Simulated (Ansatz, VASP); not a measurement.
Two plane-wave programs on Ag

INCAR

```
ALGO = Normal
EDIFF = 1E-6
ENCUT = 520
GGA = PE
ISIF = 2
ISMEAR = 0
LASPH = True
LCHARG = True
LELF = True
LREAL = False
LVHAR = True
LWAVE = False
NBANDS = 12
NELM = 80
PREC = Accurate
SIGMA = 0.15
```

KPOINTS

```
k-points
0
Gamma
  20 20 20
```

Contents of POSCAR:

```
Ag
1.0
    0.0000000000      2.0431000000      2.2065480000
    2.0431000000      0.0000000000      2.2065480000
    2.0431000000      2.0431000000      0.0000000000
Ag
1
Direct
    0.0000000000      0.0000000000      0.0000000000
```

Input for Ansatz:

```yaml
crystal:
  lattice:
    - [0.0, 2.0431, 2.206548]
    - [2.0431, 0.0, 2.206548]
    - [2.0431, 2.0431, 0.0]
  atoms:
    - { symbol: Ag, position: [0.0, 0.0, 0.0] }
basis:
  ecutwfc: 420
kpoints:
  mp_grid: { grid: [20, 20, 20] }
hamiltonian:
  xc: pbe
scf:
  occupations: { method: gaussian, width: 0.15 }
output:
  forces: true
  stress: true
  eigenvalues: true
```

Change from the starting cell: strain +0.000 along x and y, +0.080 along z, atoms carried along.

Alike in both runs: task single point; functional PBE; k mesh 20 × 20 × 20; occupations gaussian, width 0.15 eV; no spin polarisation.

|  | VASP | Ansatz |
| --- | --- | --- |
| version | VASP 6.6.1 | Ansatz 0.2.0 |
| potentials or method | VASP PAW PBE potentials, release 64 (Ag), cutoff 520 eV | scalar-relativistic, plane waves, PAW |
| valence electrons in the cell | 11 | 19 |

|  | VASP | Ansatz | Ansatz less VASP |
| --- | --- | --- | --- |
| gap on the k mesh at the Fermi level (eV) | none | none | - |
| pressure (GPa) | -2.6 | -2.5 | +0.09 |
| traceless stress, the component that is largest in VASP (GPa) | -2.01 | -2.02 | -0.011 |

A gap of «none» marks a metal or a gap that the smearing closes. VASP's potentials hold 11 valence electrons a cell and Ansatz's 19, so a difference there can come from the potentials and not from the codes.
